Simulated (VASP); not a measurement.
CdS, 2 atoms in the cell. The structure is tetragonal, space group I-4m2 (No. 119). Conventional cell: a = 4.125 Å, b = 4.125 Å, c = 5.950 Å, α = 90.00°, β = 90.00°, γ = 90.00°. Cd (site symmetry -4m2) has 4 S at 2.54 Å within 3.4 Å. Within 3.4 Å of S (site symmetry -4m2) lie 4 Cd at 2.54 Å.  This cell differs from its parent crystal: z stretched by +2 %, then relaxed in part.

- Program: VASP 6.6.1
- Task: single point
- Functional: PBE
- Potentials or basis: VASP PAW PBE potentials, release 64 (Cd_sv_GW, S)
- Cutoff: 630 eV
- k mesh: 13 × 13 × 13
- Occupations: fermi-dirac, width 0.02 eV
- Spin: no spin polarisation
- Dipole correction: no
- Further INCAR settings: ALGO = Normal; EDIFF = 1e-06; NBANDS = 20

Potentials or basis: VASP PAW PBE potentials, release 64 (Cd_sv_GW, S).

The run is started by

```sh
$ cat potpaw_PBE.64/Cd_sv_GW/POTCAR potpaw_PBE.64/S/POTCAR > POTCAR
$ mpirun -np 1 vasp_std > vasp.out
```

Hardware: 1 thread of Intel(R) Xeon(R) Platinum 8559C (Emerald Rapids), on a shared host.

Q: How long does it take, and how much memory?

A: It took 3.5 min on 1 thread of Intel(R) Xeon(R) Platinum 8559C (Emerald Rapids), on a shared host, peak memory 0.44 GiB. Counts: scf iterations 13, k points 196.
